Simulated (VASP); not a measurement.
A run of VASP 6.6.1 is set up as follows.

File INCAR:

```
SYSTEM = PbO
PREC = Accurate ; ENCUT = 600
EDIFF = 1E-6 ; ISMEAR = -1
SIGMA = 0.05 ; LREAL = .FALSE.
LASPH = .TRUE. ; NELM = 120
ALGO = Normal ; ISIF = 2
LWAVE = .FALSE. ; LCHARG = .TRUE.
GGA = PE ; IVDW = 13
LELF = .TRUE. ; LVHAR = .TRUE.
NBANDS = 28 ; GGA_COMPAT = .FALSE.
```

Contents of KPOINTS:

```
regular mesh
0
G
  7 7 6
  0 0 0
```

File POSCAR:

```
PbO
1.0
    4.0361169138      0.0000000000      0.0000000000
    0.0000000000      4.0361169138      0.0000000000
    0.0000000000      0.0000000000      4.9561477506
Pb O
2 2
Direct
    0.5000000000      0.0000000000      0.7606806603
    0.0000000000      0.5000000000      0.2393193397
    0.5000000000      0.5000000000      0.0000000000
    0.0000000000      0.0000000000      0.0000000000
```

Potentials or basis: VASP PAW PBE potentials, release 64 (Pb_d, O).

The run is started by

```console
$ cat potpaw_PBE.64/Pb_d/POTCAR potpaw_PBE.64/O/POTCAR > POTCAR
$ mpirun -np 1 vasp_std > vasp.out
```

(1) What does it give for the pressure?

(2) Predict the dispersion energy per atom.

(3) Estimate the band gap on the k mesh.

## Answers

(1) 0.0 GPa.

(2) -0.274 eV.

(3) 1.51 eV (least direct gap 2.32 eV).

Caveat: spin-orbit coupling is left out, which moves the levels of the heavy elements; an odd mesh through Γ misses points on the zone boundary, where band edges can lie.
